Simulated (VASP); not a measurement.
Runs of VASP 6.6.1 on TaN. The structure is that of space group P-6m2 (No. 187), or close to it. The cells are those of the table. 

| task | level | cell | cutoff (eV) | gap on the mesh (eV) | pressure (GPa) | relaxed volume (Å³/atom) |
| --- | --- | --- | --- | --- | --- | --- |
| relaxation of cell and atoms | PBEsol+D3(BJ) | relaxed from a = 2.938, b = 2.938, c = 2.883 Å, angles 90.0, 90.0, 120.0°, 2 atoms | 600 | none | 0.0 | 10.44 |
| single point | PBEsol+D3(BJ) | a = 2.904, b = 2.904, c = 2.854 Å, angles 90.0, 90.0, 120.0°, 2 atoms | 520 | none | (b) | - |
| single point | BLYP+D3(BJ) | a = 2.931, b = 2.931, c = 2.889 Å, angles 90.0, 90.0, 120.0°, 2 atoms | 520 | none | 2.1 | - |
| single point | r2SCAN | a = 2.936, b = 2.936, c = 2.885 Å, angles 90.0, 90.0, 120.0°, 2 atoms | 520 | none | (a) | - |
| relaxation of cell and atoms | BLYP+D3(BJ) | relaxed from a = 2.938, b = 2.938, c = 2.883 Å, angles 90.0, 90.0, 120.0°, 2 atoms | 600 | none | 0.0 | 10.81 |

Alike in all rows: potentials or basis VASP PAW PBE potentials, release 64 (Ta_pv, N); no spin polarisation; k mesh 13 × 13 × 12; smearing fermi-dirac 0.1 eV.

Q: Fill in the values left out.

A: (a) 1.6; (b) 0.9.

Caveats: the PAW data sets were made with another functional, which shifts forces and pressure a little; spin-orbit coupling is left out, which moves the levels of the heavy elements.

A k mesh can miss the band edges, and the runs leave out spin-orbit coupling on Ta.

A gap of «none» marks levels without a gap at the run's occupations.
